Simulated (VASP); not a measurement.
Here is a VASP 6.6.1 calculation.

Contents of INCAR:

```
SYSTEM = NaF
PREC = Accurate
ENCUT = 600
EDIFF = 1E-7
ISMEAR = 0
SIGMA = 0.02
LREAL = .FALSE.
LASPH = .TRUE.
NELM = 100
ALGO = Normal
ISIF = 3
LWAVE = .FALSE.
LCHARG = .FALSE.
GGA = PE
IBRION = 2
NSW = 100
EDIFFG = -0.01
```

KPOINTS

```
Automatic mesh
0
G
  8 8 8
  0 0 0
```

The input POSCAR:

```
NaF
1.0
    0.0000000000      2.3491187608      2.3491187608
    2.3491187608      0.0000000000      2.3491187608
    2.3491187608      2.3491187608      0.0000000000
Na F
1 1
Direct
    0.5000000000      0.5000000000      0.5000000000
    0.0000000000      0.0000000000      0.0000000000
```

Potentials or basis: VASP PAW PBE potentials, release 64 (Na_pv, F).

Command:

```console
$ cat potpaw_PBE.64/Na_pv/POTCAR potpaw_PBE.64/F/POTCAR > POTCAR
$ mpirun -np 1 vasp_std > vasp.out
```

Q: Predict the space group after relaxing (to 0.05 Å).

A: Fm-3m (No. 225).

Q: Estimate the band gap on the k mesh.

A: 6.09 eV, direct.

Final structure:
```
CELL_PARAMETERS angstrom
0.00000 2.34779 2.34779
2.34779 0.00000 2.34779
2.34779 2.34779 0.00000
ATOMIC_POSITIONS crystal
Na 0.50000 0.50000 0.50000
F 0.00000 0.00000 0.00000
```
